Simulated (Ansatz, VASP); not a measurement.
# One calculation of PtSe2, two programs

File INCAR:

```
ALGO = Fast
EDIFF = 1E-6
ENCUT = 520
GGA = PS
ISIF = 2
ISMEAR = 0
LASPH = T
LCHARG = F
LREAL = F
LWAVE = F
NBANDS = 18
NELM = 100
PREC = Accurate
SIGMA = 0.15
```

Contents of KPOINTS:

```
k-points
0
Gamma
  12 12 10
```

POSCAR

```
PtSe2
1.0
    3.7240006046      0.0000000000      0.0000000000
   -1.8620003023      3.2250791273      0.0000000000
    0.0000000000      0.0000000000      5.0620000000
Pt Se
1 2
Direct
   -0.1038137695     -0.0465104867      0.0000000000
    0.3333333333      0.6666666667      0.2500000000
    0.6666666667      0.3333333333      0.7500000000
```

Input for Ansatz:

```yaml
crystal:
  lattice:
    - [3.7240006046, 0.0, 0.0]
    - [-1.8620003023, 3.2250791273, 0.0]
    - [0.0, 0.0, 5.062]
  atoms:
    - { symbol: Pt, position: [-0.1038137695, -0.0465104867, 0.0] }
    - { symbol: Se, position: [0.3333333333, 0.6666666667, 0.25] }
    - { symbol: Se, position: [0.6666666667, 0.3333333333, 0.75] }
basis:
  ecutwfc: 420
kpoints:
  mp_grid: { grid: [12, 12, 10] }
hamiltonian:
  xc: pbesol
scf:
  occupations: { method: gaussian, width: 0.15 }
output:
  forces: true
  stress: true
  eigenvalues: true
  write_density: true
  write_potential: true
  elf: true
  volumetric_format: npy
```

Alike in both runs: task single point; functional PBEsol; k mesh 12 × 12 × 10; occupations gaussian, width 0.15 eV; no spin polarisation.

|  | VASP | Ansatz |
| --- | --- | --- |
| version | VASP 6.6.1 | Ansatz 0.2.0 |
| potentials or method | VASP PAW PBE potentials, release 64 (Pt, Se), cutoff 520 eV | scalar-relativistic, plane waves, PAW |
| valence electrons in the cell | 22 | 50 |

```csv
,VASP,Ansatz,Ansatz less VASP
gap on the k mesh at the Fermi level (eV),none,none,-
pressure (GPa),9.7,9.5,-0.20
"traceless stress, the component that is largest in VASP (GPa)",-5.10,-5.01,+0.088
rms of the force components (eV/Å),2.437,2.409,-0.0283
```

VASP's potentials were made for PBE, not for PBEsol. Atom by atom the forces differ by 0.030 eV/Å (rms over components). A gap of «none» marks a metal or a gap that the smearing closes. VASP's potentials hold 22 valence electrons a cell and Ansatz's 50, so a difference there can come from the potentials and not from the codes.

Neither program's run includes spin-orbit coupling.
